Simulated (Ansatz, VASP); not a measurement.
## One calculation of B4AsN3, two programs

The input INCAR:

```
PREC = Accurate
ENCUT = 520
EDIFF = 1E-6
ISMEAR = -1
SIGMA = 0.02
LREAL = False
LASPH = True
NELM = 80
ALGO = Normal
ISIF = 2
LWAVE = False
LCHARG = True
GGA = PE
LELF = True
LVHAR = True
NBANDS = 26
```

The input KPOINTS:

```
Automatic mesh
0
Gamma
  10 4 6
```

POSCAR

```
B4AsN3
1.0
    2.7722964413      0.0000000000      0.0000000000
    0.0000000000      5.6249400240      0.0000000000
    0.0000000000      0.0000000000      3.9057175352
N B As
3 4 1
Direct
    0.0000000000      0.2241049818      0.0021797132
    0.5000000000      0.0000000000      0.5108461780
    0.0000000000      0.7758950182      0.0021797132
    0.5000000000      0.2096475653      0.7744670301
    0.0000000000      0.0000000000      0.2665037719
    0.5000000000      0.7903524347      0.7744670301
    0.0000000000      0.5000000000      0.1705778395
    0.5000000000      0.5000000000      0.4987787240
```

Input for Ansatz:

```yaml
crystal:
  lattice:
    - [2.7722964413, 0.0, 0.0]
    - [0.0, 5.624940024, 0.0]
    - [0.0, 0.0, 3.9057175352]
  atoms:
    - { symbol: "N", position: [0.0, 0.2241049818, 0.0021797132] }
    - { symbol: B, position: [0.5, 0.2096475653, 0.7744670301] }
    - { symbol: "N", position: [0.5, 0.0, 0.510846178] }
    - { symbol: B, position: [0.0, 0.0, 0.2665037719] }
    - { symbol: "N", position: [0.0, 0.7758950182, 0.0021797132] }
    - { symbol: B, position: [0.5, 0.7903524347, 0.7744670301] }
    - { symbol: As, position: [0.5, 0.5, 0.498778724] }
    - { symbol: B, position: [0.0, 0.5, 0.1705778395] }
kpoints:
  mp_grid: { grid: [10, 4, 6] }
  band_path:
    path:
      - [[0.0, 0.0, 0.0], [0.5, 0.0, 0.0], [0.5, 0.5, 0.0], [0.0, 0.5, 0.0], [0.0, 0.0, 0.0], [0.0, 0.0, 0.5], [0.5, 0.0, 0.5], [0.5, 0.5, 0.5], [0.0, 0.5, 0.5], [0.0, 0.0, 0.5]]
      - [[0.5, 0.0, 0.0], [0.5, 0.0, 0.5]]
      - [[0.0, 0.5, 0.0], [0.0, 0.5, 0.5]]
      - [[0.5, 0.5, 0.0], [0.5, 0.5, 0.5]]
    npoints: 10
hamiltonian:
  xc: pbe
scf:
  occupations: { method: fermi_dirac, width: 0.02 }
  n_extra_bands: 6
output:
  forces: true
  stress: true
  eigenvalues: true
  write_density: true
  write_potential: true
  elf: true
  volumetric_format: npy
```

Alike in both runs: task single point; functional PBE; k mesh 10 × 4 × 6; occupations fermi-dirac, width 0.02 eV; no spin polarisation.

|  | VASP | Ansatz |
| --- | --- | --- |
| version | VASP 6.6.1 | Ansatz 0.2.0 |
| potentials or method | VASP PAW PBE potentials, release 64 (N, B, As) | plane waves, PAW |
| plane-wave cutoff (eV) | 520 | 420 |
| valence electrons in the cell | 32 | 42 |

|  | VASP | Ansatz | Ansatz less VASP |
| --- | --- | --- | --- |
| pressure (GPa) | 4.0 | 3.2 | -0.79 |
| rms of the force components (eV/Å) | 0.165 | 0.119 | -0.0455 |

The functional is the same, so the differences come from potentials, cutoffs and numerics. VASP's potentials hold 32 valence electrons a cell and Ansatz's 42, so a difference there can come from the potentials and not from the codes.
